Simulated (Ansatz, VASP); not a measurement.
# Pb in VASP and in Ansatz

```
Pb
1.0
     3.25453    0.00000    0.00000
     0.00000    3.25453    0.00000
     0.00000    0.00000    3.26119
Pb
1
Direct
  0.00000 0.00000 0.50000
```

Alike in both runs: functional PBE; k mesh 6 × 6 × 6; occupations gaussian, width 0.1 eV; no spin polarisation.

Ansatz relaxed the structure, and its values are those at the end. VASP's run is a single point on that final structure, the one shown.

|  | VASP | Ansatz |
| --- | --- | --- |
| version | VASP 6.6.1 | Ansatz 0.2.0 |
| potentials or method | VASP PAW PBE potentials, release 64 (Pb_d), cutoff 520 eV | scalar-relativistic, plane waves, PAW |
| valence electrons in the cell | 14 | 14 |

Ansatz gave:

- gap on the k mesh at the Fermi level (eV): none
- pressure (GPa): -0.2

Question: Estimate VASP's values.

Answer: gap on the k mesh at the Fermi level (eV): none; pressure (GPa): -0.3.

A gap of «none» marks a metal or a gap that the smearing closes.

Spin-orbit coupling is off throughout.
